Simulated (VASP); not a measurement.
# GeCl3 (Pm-3m) in VASP: single point with PBE

Aim: the single point of GeCl3 with PBE.

All numbers are computed with VASP 6.6.1; they aren't measurements. Logs are shortened: lines on timing, memory, paths and dates and some standing lists are left out, and cuts for length are marked.

## Step 1: The cell of the first run

It takes space group Pm-3m (No. 221, cubic). The conventional cell has a = 4.912 Å, b = 4.912 Å, c = 4.912 Å, α = 90.00°, β = 90.00°, γ = 90.00°. Ge (site symmetry m-3m) has 6 Cl at 2.46 Å within 3.2 Å. Cl (site symmetry 4/mmm) has 2 Ge at 2.46 Å within 3.2 Å.

## Step 2: Single point, PBE

POSCAR reads:

```
GeCl3
1.0
    4.9122313336      0.0000000000      0.0000000000
    0.0000000000      4.9122313336      0.0000000000
    0.0000000000      0.0000000000      4.9122313336
Ge Cl
1 3
Direct
    0.5000000000      0.5000000000      0.5000000000
    0.0000000000      0.5000000000      0.5000000000
    0.5000000000      0.0000000000      0.5000000000
    0.5000000000      0.5000000000      0.0000000000
```

INCAR.step1 reads:

```
SYSTEM = GeCl3
  ALGO = Fast
  EDIFF = 1E-6
  ENCUT = 520
  GGA = PE
  ISIF = 2
  ISMEAR = 0
  LASPH = .TRUE.
  LCHARG = .TRUE.
  LREAL = .FALSE.
  LWAVE = .FALSE.
  NBANDS = 26
  NELM = 60
  PREC = Accurate
  SIGMA = 0.1
```

KPOINTS.step1 reads:

```
k-points
0
G
  10 10 10
  0 0 0
```

INCAR.step2 reads:

```
SYSTEM = GeCl3
  ALGO = Fast
  EDIFF = 1E-6
  ENCUT = 520
  GGA = PE
  ICHARG = 11
  ISIF = 2
  ISMEAR = -5
  LASPH = .TRUE.
  LCHARG = .FALSE.
  LORBIT = 11
  LREAL = .FALSE.
  LWAVE = .FALSE.
  NEDOS = 2001
  NELM = 60
  PREC = Accurate
  SIGMA = 0.1
```

KPOINTS.step2 reads:

```
k-points
0
G
  15 15 15
  0 0 0
```

Potentials or basis: VASP PAW PBE potentials, release 64 (Ge_d, Cl).

Run with:

```
cat potpaw_PBE.64/Ge_d/POTCAR potpaw_PBE.64/Cl/POTCAR > POTCAR
cp INCAR.step1 INCAR
cp KPOINTS.step1 KPOINTS
mpirun -np 1 vasp_std > vasp.out
cp INCAR.step2 INCAR
cp KPOINTS.step2 KPOINTS
mpirun -np 1 vasp_std > vasp.out
```

OUTCAR:

```text
SYSTEM = GeCl3
   EDIFF = 1E-6
   ENCUT = 520
   GGA = PE
   ICHARG = 11
   ISIF = 2
   ISMEAR = -5
   LASPH = .TRUE.
   LORBIT = 11
   LREAL = .FALSE.
   NELM = 60
   PREC = Accurate

 ion  position               nearest neighbor table
   1  0.500  0.500  0.500-   2 2.46   3 2.46   4 2.46   4 2.46   3 2.46   2 2.46
   2  0.000  0.500  0.500-   1 2.46   1 2.46
   3  0.500  0.000  0.500-   1 2.46   1 2.46
   4  0.500  0.500  0.000-   1 2.46   1 2.46

  LATTYP: Found a simple cubic cell.
 ALAT       =     4.9122313336

  Lattice vectors:

 A1 = (   4.9122313336,   0.0000000000,   0.0000000000)
 A2 = (   0.0000000000,   4.9122313336,   0.0000000000)
 A3 = (   0.0000000000,   0.0000000000,   4.9122313336)

Analysis of symmetry for initial positions (statically):
=====================================================================
 Subroutine PRICEL returns:
 Original cell was already a primitive cell.

 Routine SETGRP: Setting up the symmetry group for a
 simple cubic supercell.

 Subroutine GETGRP returns: Found 48 space group operations
 (whereof 48 operations were pure point group operations)
 out of a pool of 48 trial point group operations.

The static configuration has the point symmetry O_h .

Analysis of symmetry for dynamics (positions and initial velocities):
=====================================================================
 Subroutine PRICEL returns:
 Original cell was already a primitive cell.

 Routine SETGRP: Setting up the symmetry group for a
 simple cubic supercell.

 Subroutine GETGRP returns: Found 48 space group operations
 (whereof 48 operations were pure point group operations)
 out of a pool of 48 trial point group operations.

The dynamic configuration has the point symmetry O_h .

 Subroutine INISYM returns: Found 48 space group operations
 (whereof 48 operations are pure point group operations),
 and found     1 'primitive' translations

----------------------------------------------------------------------------------------

                                     Primitive cell

  volume of cell :     118.5322

  direct lattice vectors                    reciprocal lattice vectors
[... 98 lines left out ...]
   NFREE  =      0    steps in history (QN), initial steepest desc. (CG)
   ISIF   =      2    stress and relaxation
   ISYM   =      2    0-nonsym 1-usesym 2-fastsym
   POTIM  = 0.5000    time-step for ionic-motion
   TEBEG  =    0.0;   TEEND  =   0.0 temperature during run
   PSTRESS=    0.0 pullay stress
   NELECT =      35.0000    total number of electrons
   NUPDOWN=      -1.0000    fix difference up-down
   EMIN   =  10.00;   EMAX   =-10.00  energy-range for DOS
   EFERMI =   0.00;   METHOD = LEGACY
   ISMEAR =    -5;   SIGMA  =   0.10  broadening in eV -4-tet -1-fermi 0-gaus
   EFERMI_NEDOS =   21; number of points for ismear=-14 and -15
   IALGO  =     68    algorithm
   IMIX   =      4    mixing-type and parameters
     AMIX     =   0.40;   BMIX     =  1.00
     AMIX_MAG =   1.60;   BMIX_MAG =  1.00
  volume/ion in A,a.u.               =      29.63       199.97
  Fermi-wavevector in a.u.,A,eV,Ry     =   1.090148  2.060081 16.169465  1.188422
  Thomas-Fermi vector in A             =   2.226366
   LORBIT       =     11    0 simple, 1 ext, 2 COOP (PROOUT), +10 PAW based schemes
   GGA     = PE    functional components
   LHFCALC =     F    Hartree Fock is set to
   AEXX    =    0.0000 exact exchange contribution
   IVDW    =     0    specifies the selected vdW correction
   LEPSILON=     F    determine dielectric tensor
   LRPA    =     F    only Hartree local field effects (RPA)
 non-spin polarized calculation
 RMM-DIIS sequential band-by-band and
 Fermi weights with tetrahedron method with Bloechl corrections
  energy-cutoff  :      520.00
  volume of cell :      118.53
 maximum number of plane-waves:      3217
 NGX is ok and might be reduce to    40

 number of electron      35.0000004 magnetization

 Free energy of the ion-electron system (eV)
  ---------------------------------------------------
  ext. energy  EPLUGINS =         0.00000000
  ---------------------------------------------------
  free energy    TOTEN  =       -12.35605594 eV

  energy without entropy =      -12.35605594  energy(sigma->0) =      -12.35605594

 E-fermi :  -0.2971     XC(G=0):  -7.6107

 val. band max:       -0.2890070191   @ k =   0.4667   0.1333   0.0667
 cond. band min:      -0.2930960599   @ k =   0.3333   0.3333   0.2000
 fundamental gap:     -0.0040890407
 Fermi energy:        -0.2971085343

 k-point     1 :       0.0000    0.0000    0.0000
  band No.  band energies     occupation
      1     -25.1414      2.00000
      2     -25.1414      2.00000
      3     -25.0992      2.00000
      4     -25.0992      2.00000
      5     -25.0992      2.00000
      6     -15.4960      2.00000
[... 565 lines left out ...]
     20       6.2002      0.00000
     21       7.1954      0.00000

 [... further k-points ...]

------------------------ aborting loop because EDIFF is reached ----------------------------------------

  FORCE on cell =-STRESS in cart. coord.  units (eV):
  Direction    XX          YY          ZZ          XY          YZ          ZX
  --------------------------------------------------------------------------------------
  -------------------------------------------------------------------------------------
  Total       -0.0330013     -0.0330013     -0.0330013      0.0000000     -0.0000000      0.0000000
  in kB       -0.4460722     -0.4460722     -0.4460722      0.0000000     -0.0000000      0.0000000
  external PRESSURE =      -0.4460722 kB  Pullay stress =       0.0000000 kB

 VOLUME and BASIS-vectors are now :
 -----------------------------------------------------------------------------
  energy-cutoff  :      520.00
  volume of cell :      118.53
      direct lattice vectors                 reciprocal lattice vectors
     4.912231334  0.000000000  0.000000000     0.203573474  0.000000000  0.000000000
     0.000000000  4.912231334  0.000000000     0.000000000  0.203573474  0.000000000
     0.000000000  0.000000000  4.912231334     0.000000000  0.000000000  0.203573474

 POSITION                                       TOTAL-FORCE (eV/Angst)
 -----------------------------------------------------------------------------------
      2.45612      2.45612      2.45612         0.000000      0.000000      0.000000
      0.00000      2.45612      2.45612         0.000000      0.000000      0.000000
      2.45612      0.00000      2.45612         0.000000      0.000000      0.000000
      2.45612      2.45612      0.00000         0.000000      0.000000      0.000000
 -----------------------------------------------------------------------------------
    total drift:                                0.000000      0.000000     -0.000000

  FREE ENERGIE OF THE ION-ELECTRON SYSTEM (eV)
  ---------------------------------------------------
  free  energy   TOTEN  =       -12.3560559384 eV

  energy  without entropy=      -12.3560559384  energy(sigma->0) =      -12.35605594

 total charge

# of ion       s       p       d       tot
------------------------------------------
    1        1.196   0.719  10.091  12.007
    2        1.608   3.485   0.000   5.093
    3        1.608   3.485   0.000   5.093
    4        1.608   3.485   0.000   5.093
--------------------------------------------------
tot          6.020  11.175  10.091  27.287
```

OUTCAR.step1:

```text
SYSTEM = GeCl3
   EDIFF = 1E-6
   ENCUT = 520
   GGA = PE
   ISIF = 2
[... 927 lines left out ...]
      2.45612      2.45612      2.45612         0.000000      0.000000      0.000000
      0.00000      2.45612      2.45612         0.000000      0.000000      0.000000
      2.45612      0.00000      2.45612         0.000000      0.000000      0.000000
      2.45612      2.45612      0.00000         0.000000      0.000000      0.000000
 -----------------------------------------------------------------------------------
    total drift:                                0.000000      0.000000     -0.000000

  FREE ENERGIE OF THE ION-ELECTRON SYSTEM (eV)
  ---------------------------------------------------
  free  energy   TOTEN  =       -12.3606594486 eV

  energy  without entropy=      -12.3575218154  energy(sigma->0) =      -12.35909063
```

It took 7.1 min on 1 thread of Oxide Virtual Turin-like, shared host; peak memory 0.39 GiB.

What came out:

```
Valence electrons inside the program's atomic spheres : Ge 12.01; Cl 5.09
```

Caveat: an odd number of electrons without spin polarisation forces a metal; a magnetic or distorted state may lie lower.
